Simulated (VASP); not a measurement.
**NaI: single point with PBE**

The system is NaI.

```
CELL_PARAMETERS angstrom
5.41648 0.00000 0.00000
-2.70824 4.69081 0.00000
0.00000 0.00000 6.45918
ATOMIC_POSITIONS crystal
Na 0.30046 0.63958 0.97282
Na 0.66405 0.32924 0.40645
I 0.30702 0.62533 0.44722
I 0.69941 0.38032 0.92709
```

* Program: VASP 6.6.1
* Task: single point
* Functional: PBE
* Potentials or basis: VASP PAW PBE potentials, release 64 (Na_pv, I)
* Cutoff: 520 eV
* k mesh: 6 × 6 × 2
* Occupations: fermi-dirac, width 0.069 eV
* Spin: no spin polarisation

| Quantity | Value |
| --- | --- |
| Pressure | 0.9 GPa |
| Largest force | 0.618 eV/Å |
| Band gap on the k mesh | 3.51 eV, direct |

Forces on the atoms (eV/Å):
```
Na   0.418  0.319 -0.163
Na  -0.052 -0.153  0.154
I    0.085  0.255  0.050
I   -0.450 -0.420 -0.042
```

Stress tensor (GPa, compression positive):
```
 1.99  0.56  0.11
 0.56 -0.24  0.11
 0.11  0.11  0.84
```

Levels at points of the mesh, in eV from the valence-band top:
```csv
k point,band 12,band 13,band 14,band 15,band 16,band 17
"(0.00, 0.00, 0.00)",-0.47,-0.33,0.00,3.51,4.73,6.65
"(0.50, 0.00, 0.00)",-1.01,-0.86,-0.32,5.09,5.50,6.55
"(0.00, 0.50, 0.00)",-0.82,-0.36,-0.33,4.99,5.27,6.00
"(0.50, 0.50, 0.00)",-0.98,-0.72,-0.37,5.11,5.41,6.49
"(0.00, 0.00, 0.50)",-0.70,-0.61,-0.54,4.96,5.07,6.56
"(0.50, 0.00, 0.50)",-0.70,-0.22,-0.18,5.13,5.23,6.93
"(0.00, 0.50, 0.50)",-0.82,-0.47,-0.46,5.44,5.64,6.78
"(0.50, 0.50, 0.50)",-0.74,-0.24,-0.21,5.16,5.25,6.85
```

Run time: 3.6 min on 1 thread of AMD EPYC 7R43 64-Core Processor (Zen 3), on a shared host, peak memory 0.27 GiB.

Caveat: the k points lie up to 0.49 Å⁻¹ apart; spin-orbit coupling is left out, which moves the levels of the heavy elements. A k mesh can miss the band edges.
